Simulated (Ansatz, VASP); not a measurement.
# GaSb in VASP and in Ansatz

```
Ga Sb
1.0
     0.00000    3.00483    3.06615
     3.00483    0.00000    3.06615
     3.00483    3.00483    0.00000
Ga Sb
1 1
Cartesian
  0.0000 0.0000 0.0000
  4.5072 4.5072 4.5992
```

Change from the starting cell: strain -0.0200 x Voigt [1, 1, 0, 0, 0, 0], atoms carried along.

Alike in both runs: task single point; functional r2SCAN; k mesh 10 × 10 × 10; occupations gaussian, width 0.05 eV; no spin polarisation.

|  | VASP | Ansatz |
| --- | --- | --- |
| version | VASP 6.6.1 | Ansatz 0.2.0 |
| potentials or method | VASP PAW PBE potentials, release 64 (Ga_d, Sb), cutoff 520 eV | scalar-relativistic, plane waves, PAW |
| valence electrons in the cell | 18 | 28 |

|  | VASP | Ansatz | Ansatz less VASP |
| --- | --- | --- | --- |
| gap on the k mesh at the Fermi level (eV) | 0.66 | 0.68 | +0.016 |
| least direct gap on the mesh (eV) | 0.66 | 0.68 | +0.016 |
| pressure (GPa) | 2.5 | 2.4 | -0.12 |
| traceless stress, the component that is largest in VASP (GPa) | -0.69 | -0.71 | -0.014 |

VASP's potentials were made for PBE, not for r2SCAN. VASP's potentials hold 18 valence electrons a cell and Ansatz's 28, so a difference there can come from the potentials and not from the codes.

Neither program's run includes spin-orbit coupling.
